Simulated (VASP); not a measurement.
Input of a VASP 6.6.1 run:

File INCAR:

```
SYSTEM = Li
PREC = Accurate
ENCUT = 520
EDIFF = 1E-6
ISMEAR = -1
SIGMA = 0.05
LREAL = .False.
LASPH = .True.
NELM = 100
ALGO = Normal
ISIF = 2
LWAVE = .False.
LCHARG = .False.
GGA = PS
NBANDS = 10
```

File KPOINTS:

```
regular mesh
0
Gamma
  13 13 13
  0 0 0
```

Contents of POSCAR:

```
Li
1.0
    0.0000000000      2.4286862399      2.4286862399
    2.4286862399      0.0000000000      2.4286862399
    2.4286862399      2.4286862399      0.0000000000
Li
2
Direct
   -0.1250000000     -0.1250000000     -0.1250000000
    0.1250000000      0.1250000000      0.1250000000
```

Potentials or basis: VASP PAW PBE potentials, release 64 (Li_sv).

Command:

```bash
$ cat potpaw_PBE.64/Li_sv/POTCAR > POTCAR
$ mpirun -np 1 vasp_std > vasp.out
```

Q: Predict the band gap on the k mesh.

A: 0.09 eV, direct.

 A k mesh can miss the band edges.
